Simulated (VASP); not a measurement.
# Au (P6_3/mmc) in VASP: notebook

The runs below take Au through single point, relaxation of volume and atoms at fixed shape, with PBEsol.

Program: VASP 6.6.1. These are calculated values, not measurements. Logs are shortened: lines on timing, memory, paths and dates and some standing lists are left out, and cuts for length are marked.

## Step 1: The cell of the first run

It takes space group P6_3/mmc (No. 194, hexagonal). The conventional cell has a = 2.860 Å, b = 2.860 Å, c = 4.812 Å, α = 90.00°, β = 90.00°, γ = 120.00°. Within 3.8 Å of Au (site symmetry -6m2) lie 12 Au at 2.86 to 2.92 Å.

This isn't the form of Au at room conditions, which is fcc.

## Step 2: Single point, PBEsol

Input file INCAR:

```
SYSTEM = Au
PREC = Accurate ; ENCUT = 520
EDIFF = 1E-6 ; ISMEAR = 0
SIGMA = 0.05 ; LREAL = .FALSE.
LASPH = .TRUE. ; NELM = 100
ALGO = Normal ; ISIF = 2
LWAVE = .FALSE. ; LCHARG = .FALSE.
GGA = PS ; NBANDS = 18
```

Input file KPOINTS:

```
Automatic mesh
0
G
  16 16 9
  0 0 0
```

Input file POSCAR:

```
Au
1.0
    2.8595629576      0.0000000000      0.0000000000
   -1.4297814788      2.4764541650      0.0000000000
    0.0000000000      0.0000000000      4.8119542192
Au
2
Direct
    0.3333333333      0.6666666667      0.7500000000
    0.6666666667      0.3333333333      0.2500000000
```

Potentials or basis: VASP PAW PBE potentials, release 64 (Au).

Launch:

```
$ cat potpaw_PBE.64/Au/POTCAR > POTCAR
$ mpirun -np 1 vasp_std > vasp.out
```

OUTCAR:

```text
SYSTEM = Au
   PREC = Accurate
   ENCUT = 520
   EDIFF = 1E-6
   ISMEAR = 0
   LREAL = .FALSE.
   LASPH = .TRUE.
   NELM = 100
   ISIF = 2
   GGA = PS

 ion  position               nearest neighbor table
   1  0.333  0.667  0.750-   2 2.92   2 2.92   2 2.92   2 2.92   2 2.92   2 2.92
   2  0.667  0.333  0.250-   1 2.92   1 2.92   1 2.92   1 2.92   1 2.92   1 2.92

  LATTYP: Found a hexagonal cell.
 ALAT       =     2.8595629576
 C/A-ratio  =     1.6827586210

  Lattice vectors:

 A1 = (   2.8595629576,   0.0000000000,   0.0000000000)
 A2 = (  -1.4297814788,   2.4764541650,   0.0000000000)
 A3 = (   0.0000000000,   0.0000000000,   4.8119542192)

Analysis of symmetry for initial positions (statically):
=====================================================================
 Subroutine PRICEL returns:
 Original cell was already a primitive cell.

 Routine SETGRP: Setting up the symmetry group for a
 hexagonal supercell.

 Subroutine GETGRP returns: Found 24 space group operations
 (whereof 12 operations were pure point group operations)
 out of a pool of 24 trial point group operations.

The static configuration has the point symmetry D_3d.
 The point group associated with its full space group is D_6h.

Analysis of symmetry for dynamics (positions and initial velocities):
=====================================================================
 Subroutine PRICEL returns:
 Original cell was already a primitive cell.

 Routine SETGRP: Setting up the symmetry group for a
 hexagonal supercell.

 Subroutine GETGRP returns: Found 24 space group operations
 (whereof 12 operations were pure point group operations)
 out of a pool of 24 trial point group operations.

The dynamic configuration has the point symmetry D_3d.
 The point group associated with its full space group is D_6h.

 Subroutine INISYM returns: Found 24 space group operations
 (whereof 12 operations are pure point group operations),
 and found     1 'primitive' translations

----------------------------------------------------------------------------------------

                                     Primitive cell

  volume of cell :      34.0762

  direct lattice vectors                    reciprocal lattice vectors
     2.859562958  0.000000000  0.000000000     0.349703789  0.201901576  0.000000000
    -1.429781479  2.476454165  0.000000000     0.000000000  0.403803153  0.000000000
     0.000000000  0.000000000  4.811954219     0.000000000  0.000000000  0.207815776

  length of vectors
     2.859562958  2.859562958  4.811954219     0.403803153  0.403803153  0.207815776

  position of ions in fractional coordinates (direct lattice)
     0.333333333  0.666666667  0.750000000
     0.666666667  0.333333333  0.250000000

  ion indices of the primitive-cell ions
   primitive index   ion index
                 1           1
                 2           2

----------------------------------------------------------------------------------------

 KPOINTS: Automatic mesh

Automatic generation of k-mesh.
 Grid dimensions read from file:
 generate k-points for:   16   16    9

 Generating k-lattice:

  Cartesian coordinates                     Fractional coordinates (reciprocal lattice)
     0.021856487  0.012618849  0.000000000     0.062500000 -0.000000000  0.000000000
     0.000000000  0.025237697  0.000000000     0.000000000  0.062500000  0.000000000
     0.000000000  0.000000000  0.023090642     0.000000000  0.000000000  0.111111111

  Length of vectors
     0.025237697  0.025237697  0.023090642

  Shift w.r.t. Gamma in fractional coordinates (k-lattice)
     0.000000000  0.000000000  0.000000000

 Subroutine IBZKPT returns following result:
 ===========================================

 Found    150 irreducible k-points:

 Following reciprocal coordinates:
            Coordinates               Weight
  0.000000  0.000000  0.000000      1.000000
  0.062500 -0.000000  0.000000      6.000000
  0.125000 -0.000000  0.000000      6.000000
  0.187500  0.000000  0.000000      6.000000
  0.250000 -0.000000  0.000000      6.000000
  0.312500  0.000000  0.000000      6.000000
[... 16 lines left out ...]
  0.187500  0.187500  0.000000      6.000000
  0.250000  0.187500  0.000000     12.000000
 [... further k-points ...]
   k-points           NKPTS =    150   k-points in BZ     NKDIM =    150   number of bands    NBANDS=     18
   number of dos      NEDOS =    301   number of ions     NIONS =      2
   total plane-waves  NPLWV =  20736
   dimension x,y,z NGX =    24 NGY =   24 NGZ =   36
   dimension x,y,z NGXF=    48 NGYF=   48 NGZF=   72
   ions per type =               2
   NGX,Y,Z   is equivalent  to a cutoff of  13.95, 13.95, 12.44 a.u.
   NGXF,Y,Z  is equivalent  to a cutoff of  27.91, 27.91, 24.87 a.u.
 SYSTEM =  Au
   PREC   = accura    normal or accurate (medium, high low for compatibility)
   ISTART =      0    job   : 0-new  1-cont  2-samecut
   ICHARG =      2    charge: 1-file 2-atom 10-const
   ISPIN  =      1    spin polarized calculation?
   LNONCOLLINEAR =      F non collinear calculations
   LSORBIT =      F    spin-orbit coupling
   LASPH  =      T    aspherical Exc in radial PAW
   ENCUT  =  520.0 eV  38.22 Ry    6.18 a.u.   5.32  5.32  8.95*2*pi/ulx,y,z
   NELM   =    100;   NELMIN=  2; NELMDL= -5     # of ELM steps
   EDIFF  = 0.1E-05   stopping-criterion for ELM
   LREAL  =      F    real-space projection
[... 7 lines left out ...]
   TEBEG  =    0.0;   TEEND  =   0.0 temperature during run
   PSTRESS=    0.0 pullay stress
   NELECT =      22.0000    total number of electrons
   NUPDOWN=      -1.0000    fix difference up-down
   EMIN   =  10.00;   EMAX   =-10.00  energy-range for DOS
   EFERMI =   0.00;   METHOD = LEGACY
   ISMEAR =     0;   SIGMA  =   0.05  broadening in eV -4-tet -1-fermi 0-gaus
   EFERMI_NEDOS =   21; number of points for ismear=-14 and -15
   IALGO  =     38    algorithm
   IMIX   =      4    mixing-type and parameters
     AMIX     =   0.40;   BMIX     =  1.00
     AMIX_MAG =   1.60;   BMIX_MAG =  1.00
  volume/ion in A,a.u.               =      17.04       114.98
  Fermi-wavevector in a.u.,A,eV,Ry     =   1.414920  2.673811 27.238848  2.001999
  Thomas-Fermi vector in A             =   2.536412
   LORBIT       =      0    0 simple, 1 ext, 2 COOP (PROOUT), +10 PAW based schemes
   GGA     = PS    functional components
   LHFCALC =     F    Hartree Fock is set to
   AEXX    =    0.0000 exact exchange contribution
   IVDW    =     0    specifies the selected vdW correction
   LEPSILON=     F    determine dielectric tensor
   LRPA    =     F    only Hartree local field effects (RPA)
 non-spin polarized calculation
 Gauss-broadening in eV      SIGMA  =   0.05
  energy-cutoff  :      520.00
  volume of cell :       34.08
 maximum number of plane-waves:       936
 NGX is ok and might be reduce to    24
   NGX = 11   NGY = 11   NGZ = 17

 number of electron      22.0000002 magnetization

 Free energy of the ion-electron system (eV)
  ---------------------------------------------------
  ext. energy  EPLUGINS =         0.00000000
  ---------------------------------------------------
  free energy    TOTEN  =        -7.82018815 eV

  energy without entropy =       -7.81842982  energy(sigma->0) =       -7.81930898

 E-fermi :   9.2686     XC(G=0): -12.8857

 val. band max:        9.2437411687   @ k =   0.3750   0.0625   0.4444
 cond. band min:       9.2741151293   @ k =   0.3125   0.1250   0.4444
 fundamental gap:      0.0303739607
 Fermi energy:         9.2685501497

 k-point     1 :       0.0000    0.0000    0.0000
  band No.  band energies     occupation
      1      -0.6434      2.00000
      2       1.8473      2.00000
      3       4.4041      2.00000
      4       4.7032      2.00000
      5       4.7032      2.00000
      6       5.0154      2.00000
[... 10 lines left out ...]
     17      27.7938      0.00000
     18      27.7938      0.00000

 k-point     2 :       0.0625   -0.0000    0.0000
  band No.  band energies     occupation
      1      -0.5186      2.00000
      2       1.9520      2.00000
      3       4.3646      2.00000
      4       4.7328      2.00000
      5       4.7871      2.00000
      6       4.9695      2.00000
[... 10 lines left out ...]
     17      27.1064      0.00000
     18      27.2114      0.00000

 k-point     3 :       0.1250   -0.0000    0.0000
  band No.  band energies     occupation
      1      -0.1545      2.00000
      2       2.2403      2.00000
      3       4.2360      2.00000
      4       4.7725      2.00000
      5       4.9436      2.00000
      6       5.0330      2.00000
[... 10 lines left out ...]
     17      25.7704      0.00000
     18      27.3742      0.00000

 k-point     4 :       0.1875    0.0000    0.0000
  band No.  band energies     occupation
      1       0.4128      2.00000
      2       2.6085      2.00000
      3       4.1090      2.00000
      4       4.6249      2.00000
      5       4.6546      2.00000
      6       5.2164      2.00000
[... 375 lines left out ...]
      4       4.6259      2.00000
      5       4.8297      2.00000
      6       5.1230      2.00000
[... 10 lines left out ...]
     17      21.0712      0.00000
     18      23.7017      0.00000

 k-point    23 :       0.1875    0.1875    0.0000
  band No.  band energies     occupation
      1       2.1080      2.00000
      2       3.4203      2.00000
      3       3.6268      2.00000
      4       3.6386      2.00000
      5       4.6100      2.00000
      6       4.6793      2.00000
[... 10 lines left out ...]
     17      24.4734      0.00000
     18      25.0901      0.00000

 k-point    24 :       0.2500    0.1875    0.0000
  band No.  band energies     occupation
      1       2.6953      2.00000
      2       3.3206      2.00000
      3       3.3482      2.00000
      4       3.8786      2.00000
      5       4.4985      2.00000
      6       4.8975      2.00000
[... 10 lines left out ...]
     17      23.1750      0.00000
     18      24.0537      0.00000

 [... further k-points ...]

------------------------ aborting loop because EDIFF is reached ----------------------------------------

  FORCE on cell =-STRESS in cart. coord.  units (eV):
  Direction    XX          YY          ZZ          XY          YZ          ZX
  --------------------------------------------------------------------------------------
  -------------------------------------------------------------------------------------
  Total        0.0398034      0.0398034     -0.2692066      0.0000000     -0.0000000      0.0000000
  in kB        1.8714529      1.8714529    -12.6574077      0.0000000     -0.0000000      0.0000000
  external PRESSURE =      -2.9715006 kB  Pullay stress =       0.0000000 kB

 VOLUME and BASIS-vectors are now :
 -----------------------------------------------------------------------------
  energy-cutoff  :      520.00
  volume of cell :       34.08
      direct lattice vectors                 reciprocal lattice vectors
     2.859562958  0.000000000  0.000000000     0.349703789  0.201901576  0.000000000
    -1.429781479  2.476454165  0.000000000     0.000000000  0.403803153  0.000000000
     0.000000000  0.000000000  4.811954219     0.000000000  0.000000000  0.207815776

 POSITION                                       TOTAL-FORCE (eV/Angst)
 -----------------------------------------------------------------------------------
     -0.00000      1.65097      3.60897         0.000000      0.000000      0.000000
      1.42978      0.82548      1.20299        -0.000000     -0.000000      0.000000
 -----------------------------------------------------------------------------------
    total drift:                               -0.000000      0.000000     -0.000000

  FREE ENERGIE OF THE ION-ELECTRON SYSTEM (eV)
  ---------------------------------------------------
  free  energy   TOTEN  =        -7.8201881487 eV

  energy  without entropy=       -7.8184298201  energy(sigma->0) =       -7.81930898
```

It took 34 s on 1 thread of Intel Xeon Platinum 8488C (Sapphire Rapids), shared host; peak memory 0.21 GiB.

What came out:

* Free energy: -7.8202 eV
* Pressure: -0.3 GPa
* Band gap on the k mesh: zero (bands 11 and 12 overlap by 5.87 eV)

Caveat: the PAW data sets were made with another functional, which shifts forces and pressure a little; spin-orbit coupling is left out, which moves the levels of the heavy elements.

## Step 3: Relaxation of volume and atoms at fixed shape, PBEsol

This run uses another cell than the first one, of 17.77 Å³/atom.

Input file INCAR:

```
PREC = Accurate
ENCUT = 600
EDIFF = 1E-6
ISMEAR = 0
SIGMA = 0.05
LREAL = False
LASPH = True
NELM = 80
ALGO = Normal
ISIF = 8
LWAVE = False
LCHARG = False
GGA = PS
IBRION = 2
NSW = 80
EDIFFG = -0.03
```

Input file KPOINTS:

```
Automatic mesh
0
Gamma
  16 16 9
```

Input file POSCAR:

```
Au
1.0
    2.9000000000      0.0000000000      0.0000000000
   -1.4500000000      2.5114736700      0.0000000000
    0.0000000000      0.0000000000      4.8800000000
Au
2
Direct
    0.3333333333      0.6666666667      0.7500000000
    0.6666666667      0.3333333333      0.2500000000
```

Potentials or basis: VASP PAW PBE potentials, release 64 (Au).

Launch:

```
$ cat potpaw_PBE.64/Au/POTCAR > POTCAR
$ mpirun -np 1 vasp_std > vasp.out
```

Wall time 72 s (1 thread of Intel Xeon Platinum 8488C (Sapphire Rapids), shared host); peak memory 0.23 GiB.

It converged, with:

```
Free energy                           : -7.8202 eV
Relaxed volume                        : 17.03 Å³/atom
Relaxed cell                          : a = 2.859 Å, b = 2.859 Å, c = 4.811 Å, α = 90.00°, β = 90.00°, γ = 120.00°
Space group after relaxing (to 0.1 Å) : P6_3/mmc (No. 194)
Energy gained by relaxing             : 16.0 meV/atom
Ionic steps                           : 3
Pressure after relaxing               : -0.1 GPa
Band gap on the k mesh                : zero (bands 11 and 12 overlap by 5.87 eV)
```

Stress tensor (GPa, compression positive):
```
 0.36  0.00  0.00
 0.00  0.36  0.00
 0.00  0.00 -1.09
```

The path:
```
step  energy change (eV)  largest force (eV/Å)  pressure (GPa)  volume (Å³)
   1              0.0000                0.0000           -6.48        35.54
   2              0.0457                0.0000           12.96        31.97
   3             -0.0320                0.0000           -0.12        34.06
```

Final structure:
```cif
data_structure
_symmetry_space_group_name_H-M 'P 1'
_symmetry_Int_Tables_number 1
_cell_length_a 2.8592
_cell_length_b 2.8592
_cell_length_c 4.8113
_cell_angle_alpha 90.000
_cell_angle_beta 90.000
_cell_angle_gamma 120.000
_cell_volume 34.06
loop_
_atom_site_label
_atom_site_type_symbol
_atom_site_fract_x
_atom_site_fract_y
_atom_site_fract_z
_atom_site_occupancy
Au1 Au 0.33333 0.66667 0.75000 1
Au2 Au 0.66667 0.33333 0.25000 1
```

Levels at points of the mesh, in eV from the Fermi level:
| k point | band 9 | band 10 | band 11 | band 12 | band 13 | band 14 |
| --- | --- | --- | --- | --- | --- | --- |
| (0.00, 0.00, 0.00) | -3.54 | -2.17 | -2.17 | -1.23 | 2.65 | 14.57 |
| (0.50, 0.00, 0.00) | -1.84 | -1.66 | 0.36 | 1.59 | 5.71 | 7.25 |

Caveat: the PAW data sets were made with another functional, which shifts forces and pressure a little; spin-orbit coupling is left out, which moves the levels of the heavy elements.

The gap in the log of VASP goes by the Fermi energy; the results here count the filled bands.